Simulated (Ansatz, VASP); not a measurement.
## CuI in VASP and in Ansatz

```
Cu I
1.0
     0.00000    2.96932    2.96932
     2.96932    0.00000    2.96932
     2.96932    2.96932    0.00000
Cu I
1 1
Direct
  0.00000 0.00000 0.00000
  0.25000 0.25000 0.25000
```

Alike in both runs: functional PBEsol; k mesh 8 × 8 × 8; occupations gaussian, width 0.02 eV; no spin polarisation.

Ansatz relaxed the structure, and its values are those at the end. VASP's run is a single point on that final structure, the one shown.

```csv
,VASP,Ansatz
version,VASP 6.6.1,Ansatz 0.2.0
potentials or method,"VASP PAW PBE potentials, release 64 (Cu, I), cutoff 600 eV","scalar-relativistic, plane waves, PAW"
valence electrons in the cell,18,36
```

Ansatz gave:

```
gap on the k mesh at the Fermi level (eV) : 1.17
least direct gap on the mesh (eV)         : 1.17
pressure (GPa)                            : 0.0
```

Problem. Which values does VASP return?

Solution. gap on the k mesh at the Fermi level (eV): 1.20; least direct gap on the mesh (eV): 1.20; pressure (GPa): 0.5.

VASP's potentials were made for PBE, not for PBEsol, and Ansatz warns of the same on its side. With one functional, cell and mesh, what is left measures potentials, basis and numerics. VASP's potentials hold 18 valence electrons a cell and Ansatz's 36, so a difference there can come from the potentials and not from the codes.

Neither program's run includes spin-orbit coupling.
